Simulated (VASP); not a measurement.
# SiO2 (I-42d) in VASP: notebook

SiO2 is run at these levels: PBE, LDA, PBEsol; tasks: single point.

Program: VASP 6.6.1. These are calculated values, not measurements. Logs are shortened: lines on timing, memory, paths and dates and some standing lists are left out, and cuts for length are marked.

### Step 1. The cell of the first run

It takes space group I-42d (No. 122, tetragonal). The conventional cell has a = 4.748 Å, b = 4.748 Å, c = 7.488 Å, α = 90.00°, β = 90.00°, γ = 90.00°. Si (site symmetry -4) has 4 O at 1.62 Å within 2.2 Å. O (site symmetry 2) has 2 Si at 1.62 Å within 2.2 Å.

### Step 2. Single point, PBE

Input file INCAR:

```
  PREC = Accurate
  ENCUT = 520
  EDIFF = 1E-7
  ISMEAR = 0
  SIGMA = 0.02
  LREAL = False
  LASPH = True
  NELM = 100
  ALGO = Normal
  ISIF = 2
  LWAVE = False
  LCHARG = False
  GGA = PE
  NBANDS = 25
```

Input file KPOINTS:

```
Automatic mesh
0
Gamma
  8 8 8
```

Input file POSCAR:

```
SiO2
1.0
   -2.3740500000      2.3740500000      3.7440000000
    2.3740500000     -2.3740500000      3.7440000000
    2.3740500000      2.3740500000     -3.7440000000
Si O
2 4
Direct
    0.0000000000      0.0000000000      0.0000000000
    0.7500000000      0.2500000000      0.5000000000
    0.9983800000      0.6250000000      0.8733800000
    0.3750000000      0.2483800000      0.3733800000
    0.7516200000      0.1250000000      0.1266200000
    0.8750000000      0.0016200000      0.6266200000
```

Potentials or basis: VASP PAW PBE potentials, release 64 (Si, O).

Launch:

```
$ cat potpaw_PBE.64/Si/POTCAR potpaw_PBE.64/O/POTCAR > POTCAR
$ mpirun -np 1 vasp_std > vasp.out
```

OUTCAR:

```text
PREC = Accurate
   ENCUT = 520
   EDIFF = 1E-7
   ISMEAR = 0
   LREAL = False
   LASPH = True
   NELM = 100
   ISIF = 2
   GGA = PE

 ion  position               nearest neighbor table
   1  0.000  0.000  0.000-   3 1.62   4 1.62   5 1.62   6 1.62   2 3.02   2 3.02   2 3.02   2 3.02

   2  0.750  0.250  0.500-   3 1.62   4 1.62   5 1.62   6 1.62   1 3.02   1 3.02   1 3.02   1 3.02

   3  0.998  0.625  0.873-   1 1.62   2 1.62
   4  0.375  0.248  0.373-   1 1.62   2 1.62
   5  0.752  0.125  0.127-   1 1.62   2 1.62
   6  0.875  0.002  0.627-   1 1.62   2 1.62

  LATTYP: Found a body centered tetragonal cell.
 ALAT       =     4.7481000000
 C/A-ratio  =     1.5770518734

  Lattice vectors:

 A1 = (  -2.3740500000,   2.3740500000,   3.7440000000)
 A2 = (   2.3740500000,  -2.3740500000,   3.7440000000)
 A3 = (   2.3740500000,   2.3740500000,  -3.7440000000)

Analysis of symmetry for initial positions (statically):
=====================================================================
 Subroutine PRICEL returns:
 Original cell was already a primitive cell.

 Routine SETGRP: Setting up the symmetry group for a
 body centered tetragonal supercell.

 Subroutine GETGRP returns: Found  8 space group operations
 (whereof  4 operations were pure point group operations)
 out of a pool of 16 trial point group operations.

The static configuration has the point symmetry S_4 .
 The point group associated with its full space group is D_2d.

Analysis of symmetry for dynamics (positions and initial velocities):
=====================================================================
 Subroutine PRICEL returns:
 Original cell was already a primitive cell.

 Routine SETGRP: Setting up the symmetry group for a
 body centered tetragonal supercell.

 Subroutine GETGRP returns: Found  8 space group operations
 (whereof  4 operations were pure point group operations)
 out of a pool of 16 trial point group operations.

The dynamic configuration has the point symmetry S_4 .
 The point group associated with its full space group is D_2d.

 Subroutine INISYM returns: Found  8 space group operations
 (whereof  4 operations are pure point group operations),
 and found     1 'primitive' translations

----------------------------------------------------------------------------------------

                                     Primitive cell

  volume of cell :      84.4064

  direct lattice vectors                    reciprocal lattice vectors
    -2.374050000  2.374050000  3.744000000     0.000000000  0.210610560  0.133547009
     2.374050000 -2.374050000  3.744000000     0.210610560  0.000000000  0.133547009
     2.374050000  2.374050000 -3.744000000     0.210610560  0.210610560  0.000000000

  length of vectors
     5.028892801  5.028892801  5.028892801     0.249382460  0.249382460  0.297848310

  position of ions in fractional coordinates (direct lattice)
     0.000000000  0.000000000  0.000000000
     0.750000000  0.250000000  0.500000000
     0.998380000  0.625000000  0.873380000
     0.375000000  0.248380000  0.373380000
     0.751620000  0.125000000  0.126620000
     0.875000000  0.001620000  0.626620000

  ion indices of the primitive-cell ions
   primitive index   ion index
                 1           1
                 2           2
                 3           3
                 4           4
                 5           5
                 6           6

----------------------------------------------------------------------------------------

 KPOINTS: Automatic mesh

Automatic generation of k-mesh.
 Grid dimensions read from file:
 generate k-points for:    8    8    8

 Generating k-lattice:

  Cartesian coordinates                     Fractional coordinates (reciprocal lattice)
     0.000000000  0.026326320  0.016693376     0.125000000 -0.000000000  0.000000000
     0.026326320  0.000000000  0.016693376    -0.000000000  0.125000000  0.000000000
     0.026326320  0.026326320  0.000000000     0.000000000  0.000000000  0.125000000

  Length of vectors
     0.031172808  0.031172808  0.037231039

  Shift w.r.t. Gamma in fractional coordinates (k-lattice)
     0.000000000  0.000000000  0.000000000

 Subroutine IBZKPT returns following result:
 ===========================================

 Found     59 irreducible k-points:

 Following reciprocal coordinates:
            Coordinates               Weight
  0.000000  0.000000  0.000000      1.000000
  0.125000  0.000000  0.000000      8.000000
  0.250000  0.000000  0.000000      8.000000
  0.375000  0.000000  0.000000      8.000000
  0.500000  0.000000  0.000000      4.000000
  0.125000  0.125000  0.000000      8.000000
[... 16 lines left out ...]
  0.250000  0.125000  0.125000     16.000000
  0.375000  0.125000  0.125000      8.000000
 [... further k-points ...]
   k-points           NKPTS =     59   k-points in BZ     NKDIM =     59   number of bands    NBANDS=     25
   number of dos      NEDOS =    301   number of ions     NIONS =      6
   total plane-waves  NPLWV =  64000
   dimension x,y,z NGX =    40 NGY =   40 NGZ =   40
   dimension x,y,z NGXF=    80 NGYF=   80 NGZF=   80
   ions per type =               2   4
   NGX,Y,Z   is equivalent  to a cutoff of  13.22, 13.22, 13.22 a.u.
   NGXF,Y,Z  is equivalent  to a cutoff of  26.45, 26.45, 26.45 a.u.
 SYSTEM =  unknown system
   PREC   = accura    normal or accurate (medium, high low for compatibility)
   ISTART =      0    job   : 0-new  1-cont  2-samecut
   ICHARG =      2    charge: 1-file 2-atom 10-const
   ISPIN  =      1    spin polarized calculation?
   LNONCOLLINEAR =      F non collinear calculations
   LSORBIT =      F    spin-orbit coupling
   LASPH  =      T    aspherical Exc in radial PAW
   ENCUT  =  520.0 eV  38.22 Ry    6.18 a.u.   9.35  9.35  9.35*2*pi/ulx,y,z
   NELM   =    100;   NELMIN=  2; NELMDL= -5     # of ELM steps
   EDIFF  = 0.1E-06   stopping-criterion for ELM
   LREAL  =      F    real-space projection
   EDIFFG = 0.1E-05   stopping-criterion for IOM
   NSW    =      0    number of steps for IOM
   IBRION =     -1    ionic relax: 0-MD 1-quasi-New 2-CG
   NFREE  =      0    steps in history (QN), initial steepest desc. (CG)
   ISIF   =      2    stress and relaxation
   ISYM   =      2    0-nonsym 1-usesym 2-fastsym
   POTIM  = 0.5000    time-step for ionic-motion
   TEBEG  =    0.0;   TEEND  =   0.0 temperature during run
   PSTRESS=    0.0 pullay stress
   NELECT =      32.0000    total number of electrons
   NUPDOWN=      -1.0000    fix difference up-down
   EMIN   =  10.00;   EMAX   =-10.00  energy-range for DOS
   EFERMI =   0.00;   METHOD = LEGACY
   ISMEAR =     0;   SIGMA  =   0.02  broadening in eV -4-tet -1-fermi 0-gaus
   EFERMI_NEDOS =   21; number of points for ismear=-14 and -15
   IALGO  =     38    algorithm
   IMIX   =      4    mixing-type and parameters
     AMIX     =   0.40;   BMIX     =  1.00
     AMIX_MAG =   1.60;   BMIX_MAG =  1.00
  volume/ion in A,a.u.               =      14.07        94.93
  Fermi-wavevector in a.u.,A,eV,Ry     =   1.184858  2.239057 19.101062  1.403888
  Thomas-Fermi vector in A             =   2.321064
   LORBIT       =      0    0 simple, 1 ext, 2 COOP (PROOUT), +10 PAW based schemes
   GGA     = PE    functional components
   LHFCALC =     F    Hartree Fock is set to
   AEXX    =    0.0000 exact exchange contribution
   IVDW    =     0    specifies the selected vdW correction
   LEPSILON=     F    determine dielectric tensor
   LRPA    =     F    only Hartree local field effects (RPA)
 non-spin polarized calculation
 Gauss-broadening in eV      SIGMA  =   0.02
  energy-cutoff  :      520.00
  volume of cell :       84.41
 maximum number of plane-waves:      2317
 NGX is ok and might be reduce to    40
   NGX = 19   NGY = 19   NGZ = 19

 number of electron      32.0000012 magnetization

 Free energy of the ion-electron system (eV)
  ---------------------------------------------------
  ext. energy  EPLUGINS =         0.00000000
  ---------------------------------------------------
  free energy    TOTEN  =       -47.39095143 eV

  energy without entropy =      -47.39095143  energy(sigma->0) =      -47.39095143

 E-fermi :   0.0174     XC(G=0):  -8.5478

 val. band max:       -0.1221390931   @ k =   0.0000   0.0000   0.0000
 cond. band min:       5.9196777824   @ k =   0.0000   0.0000   0.0000
 fundamental gap:      6.0418168754
 Fermi energy:         0.0173929675

 k-point     1 :       0.0000    0.0000    0.0000
  band No.  band energies     occupation
      1     -19.2256      2.00000
      2     -17.1136      2.00000
      3     -17.0935      2.00000
      4     -17.0935      2.00000
      5      -8.9116      2.00000
      6      -5.3830      2.00000
[... 17 lines left out ...]
     24      13.6771      0.00000
     25      14.0329      0.00000

 k-point     2 :       0.1250    0.0000    0.0000
  band No.  band energies     occupation
      1     -19.1760      2.00000
      2     -17.1833      2.00000
      3     -17.1128      2.00000
      4     -17.0930      2.00000
      5      -8.7984      2.00000
      6      -5.4258      2.00000
[... 17 lines left out ...]
     24      13.4357      0.00000
     25      13.8944      0.00000

 k-point     3 :       0.2500    0.0000    0.0000
  band No.  band energies     occupation
      1     -19.0388      2.00000
      2     -17.3940      2.00000
      3     -17.1266      2.00000
      4     -17.0977      2.00000
      5      -8.5029      2.00000
      6      -5.5800      2.00000
[... 552 lines left out ...]
 k-point    23 :       0.2500    0.1250    0.1250
  band No.  band energies     occupation
      1     -18.7287      2.00000
      2     -17.7793      2.00000
      3     -17.1467      2.00000
      4     -17.1396      2.00000
      5      -7.9117      2.00000
      6      -6.1777      2.00000
[... 17 lines left out ...]
     24      12.7612      0.00000
     25      13.6191      0.00000

 k-point    24 :       0.3750    0.1250    0.1250
  band No.  band energies     occupation
      1     -18.6209      2.00000
      2     -17.9077      2.00000
      3     -17.1483      2.00000
      4     -17.1464      2.00000
      5      -7.7283      2.00000
      6      -6.3232      2.00000
[... 17 lines left out ...]
     24      12.9690      0.00000
     25      13.8388      0.00000

 [... further k-points ...]

------------------------ aborting loop because EDIFF is reached ----------------------------------------

  FORCE on cell =-STRESS in cart. coord.  units (eV):
  Direction    XX          YY          ZZ          XY          YZ          ZX
  --------------------------------------------------------------------------------------
  -------------------------------------------------------------------------------------
  Total        2.2727535      2.2727535      1.2846678      0.0000000      0.0000000      0.0000000
  in kB       43.1407181     43.1407181     24.3851739      0.0000000      0.0000000      0.0000000
  external PRESSURE =      36.8888700 kB  Pullay stress =       0.0000000 kB

 VOLUME and BASIS-vectors are now :
 -----------------------------------------------------------------------------
  energy-cutoff  :      520.00
  volume of cell :       84.41
      direct lattice vectors                 reciprocal lattice vectors
    -2.374050000  2.374050000  3.744000000     0.000000000  0.210610560  0.133547009
     2.374050000 -2.374050000  3.744000000     0.210610560  0.000000000  0.133547009
     2.374050000  2.374050000 -3.744000000     0.210610560  0.210610560  0.000000000

 POSITION                                       TOTAL-FORCE (eV/Angst)
 -----------------------------------------------------------------------------------
      0.00000      0.00000      0.00000         0.000000     -0.000000      0.000000
      0.00000      2.37405      1.87200         0.000000      0.000000     -0.000000
      1.18702      2.95987      2.80800         0.000000      0.132843      0.000000
      0.58582      1.18702      0.93600         0.132843      0.000000      0.000000
     -1.18702      1.78823      2.80800         0.000000     -0.132843     -0.000000
     -0.58582      3.56107      0.93600        -0.132843      0.000000     -0.000000
 -----------------------------------------------------------------------------------
    total drift:                                0.000002      0.000002      0.000002

  FREE ENERGIE OF THE ION-ELECTRON SYSTEM (eV)
  ---------------------------------------------------
  free  energy   TOTEN  =       -47.3909514299 eV

  energy  without entropy=      -47.3909514299  energy(sigma->0) =      -47.39095143
```

It took 5.2 min on 1 thread of AMD EPYC 7R43 (Zen 3), shared host; peak memory 0.23 GiB.

Results:

```yaml
Free_energy: -47.3910 eV
Pressure: 3.7 GPa
Largest_force: 0.133 eV/Å
Band_gap_on_the_k_mesh: 6.04 eV, direct
```

Forces in eV/Å, atoms in the order of the input:
```
Si   0.000  0.000  0.000
Si   0.000  0.000  0.000
O    0.000  0.133  0.000
O    0.133  0.000  0.000
O    0.000 -0.133  0.000
O   -0.133  0.000  0.000
```

A k mesh can miss the band edges. Expect the measured gap to be larger: semilocal functionals such as PBE lack the derivative discontinuity.

### Step 3. Single point, LDA

Input file INCAR:

```
PREC = Accurate
ENCUT = 520
EDIFF = 1E-6
ISMEAR = 0
SIGMA = 0.02
LREAL = False
LASPH = True
NELM = 60
ALGO = Normal
ISIF = 2
LWAVE = False
LCHARG = False
GGA = CA
NBANDS = 25
```

KPOINTS is that of step 2.

POSCAR is that of step 2.

Potentials or basis: VASP PAW LDA potentials, release 64 (Si, O).

Launch:

```
$ cat potpaw_LDA.64/Si/POTCAR potpaw_LDA.64/O/POTCAR > POTCAR
$ mpirun -np 1 vasp_std > vasp.out
```

It took 5.1 min on 1 thread of AMD EPYC 7R43 (Zen 3), shared host; peak memory 0.2 GiB.

Results (log left out):

```
Free energy            : -51.8232 eV
Pressure               : -2.3 GPa
Largest force          : 0.252 eV/Å
Band gap on the k mesh : 5.82 eV, direct
```

Forces on the atoms (eV/Å):
```
Si   0.000  0.000  0.000
Si   0.000  0.000  0.000
O    0.000 -0.252  0.000
O   -0.252  0.000  0.000
O    0.000  0.252  0.000
O    0.252  0.000  0.000
```

Stress tensor (GPa, compression positive):
```
-1.71  0.00  0.00
 0.00 -1.71  0.00
 0.00  0.00 -3.63
```

Levels at points of the mesh, in eV from the valence-band top:
```csv
k point,band 14,band 15,band 16,band 17,band 18,band 19
"(0.00, 0.00, 0.00)",-1.02,0.00,0.00,5.82,8.42,11.06
"(0.50, 0.00, 0.00)",-0.68,-0.28,-0.18,8.20,8.94,9.76
"(0.50, 0.50, 0.00)",-0.75,-0.23,-0.23,9.24,9.24,9.92
"(0.50, 0.50, 0.50)",-1.50,-0.11,-0.11,8.78,8.78,9.45
```

A k mesh can miss the band edges. LDA gaps usually lie below the measured ones, often by a third to a half.

### Step 4. Single point, PBEsol

Changes to INCAR since step 3:

```diff
@@ -2,3 +2,3 @@
 ENCUT = 520
-EDIFF = 1E-6
+EDIFF = 1E-7
 ISMEAR = 0
@@ -12,3 +12,3 @@
 LCHARG = False
-GGA = CA
+GGA = PS
 NBANDS = 25
```

Input file KPOINTS:

```
regular mesh
0
Gamma
  8 8 8
```

POSCAR is that of step 3.

Potentials or basis: VASP PAW PBE potentials, release 64 (Si, O).

Launch:

```
$ cat potpaw_PBE.64/Si/POTCAR potpaw_PBE.64/O/POTCAR > POTCAR
$ mpirun -np 1 vasp_std > vasp.out
```

OUTCAR:

```text
PREC = Accurate
   ENCUT = 520
   EDIFF = 1E-7
   ISMEAR = 0
   LREAL = False
   LASPH = True
   NELM = 60
   ISIF = 2
   GGA = PS

 ion  position               nearest neighbor table
   1  0.000  0.000  0.000-   3 1.62   4 1.62   5 1.62   6 1.62   2 3.02   2 3.02   2 3.02   2 3.02

   2  0.750  0.250  0.500-   3 1.62   4 1.62   5 1.62   6 1.62   1 3.02   1 3.02   1 3.02   1 3.02

   3  0.998  0.625  0.873-   1 1.62   2 1.62
   4  0.375  0.248  0.373-   1 1.62   2 1.62
   5  0.752  0.125  0.127-   1 1.62   2 1.62
   6  0.875  0.002  0.627-   1 1.62   2 1.62
[... 882 lines left out ...]
  -------------------------------------------------------------------------------------
  Total        1.2082693      1.2082693      0.1891862      0.0000000      0.0000000      0.0000000
  in kB       22.9350012     22.9350012      3.5910752      0.0000000      0.0000000      0.0000000
  external PRESSURE =      16.4870259 kB  Pullay stress =       0.0000000 kB

 VOLUME and BASIS-vectors are now :
 -----------------------------------------------------------------------------
  energy-cutoff  :      520.00
  volume of cell :       84.41
      direct lattice vectors                 reciprocal lattice vectors
    -2.374050000  2.374050000  3.744000000     0.000000000  0.210610560  0.133547009
     2.374050000 -2.374050000  3.744000000     0.210610560  0.000000000  0.133547009
     2.374050000  2.374050000 -3.744000000     0.210610560  0.210610560  0.000000000

 POSITION                                       TOTAL-FORCE (eV/Angst)
 -----------------------------------------------------------------------------------
      0.00000      0.00000      0.00000         0.000000     -0.000000     -0.000000
      0.00000      2.37405      1.87200        -0.000000     -0.000000     -0.000000
      1.18702      2.95987      2.80800         0.000000      0.026363      0.000000
      0.58582      1.18702      0.93600         0.026363     -0.000000      0.000000
     -1.18702      1.78823      2.80800         0.000000     -0.026363      0.000000
     -0.58582      3.56107      0.93600        -0.026363     -0.000000      0.000000
 -----------------------------------------------------------------------------------
    total drift:                                0.000002      0.000002      0.000002

  FREE ENERGIE OF THE ION-ELECTRON SYSTEM (eV)
  ---------------------------------------------------
  free  energy   TOTEN  =       -49.2978153278 eV

  energy  without entropy=      -49.2978153278  energy(sigma->0) =      -49.29781533
```

Wall time 6 min (1 thread of AMD EPYC 7R43 (Zen 3), shared host); peak memory 0.23 GiB.

What came out:

- Free energy: -49.2978 eV
- Pressure: 1.6 GPa
- Largest force: 0.026 eV/Å
- Band gap on the k mesh: 5.97 eV, direct

Forces in eV/Å, atoms in the order of the input:
```
Si   0.000  0.000  0.000
Si   0.000  0.000  0.000
O    0.000  0.026  0.000
O    0.026  0.000  0.000
O    0.000 -0.026  0.000
O   -0.026  0.000  0.000
```

Caveat: the PAW data sets were made with another functional, which shifts forces and pressure a little. A k mesh can miss the band edges.

### Step 5. Summary

```tsv
level	potentials or basis	gap on the mesh (eV)	pressure (GPa)	largest force (eV/Å)
PBE	VASP PAW PBE potentials, release 64 (Si, O)	6.04	3.7	0.13
LDA	VASP PAW LDA potentials, release 64 (Si, O)	5.82	-2.3	0.25
PBEsol	VASP PAW PBE potentials, release 64 (Si, O)	5.97	1.6	0.03
```

Alike in all rows: task single point; no spin polarisation; cell as given; k mesh 8 × 8 × 8; cutoff (eV) 520; smearing gaussian 0.02 eV.

Caveats: the PAW data sets were made with another functional, which shifts forces and pressure a little (some runs).

Total energies depend on the potentials used, so only differences within one code and one set of settings carry meaning.
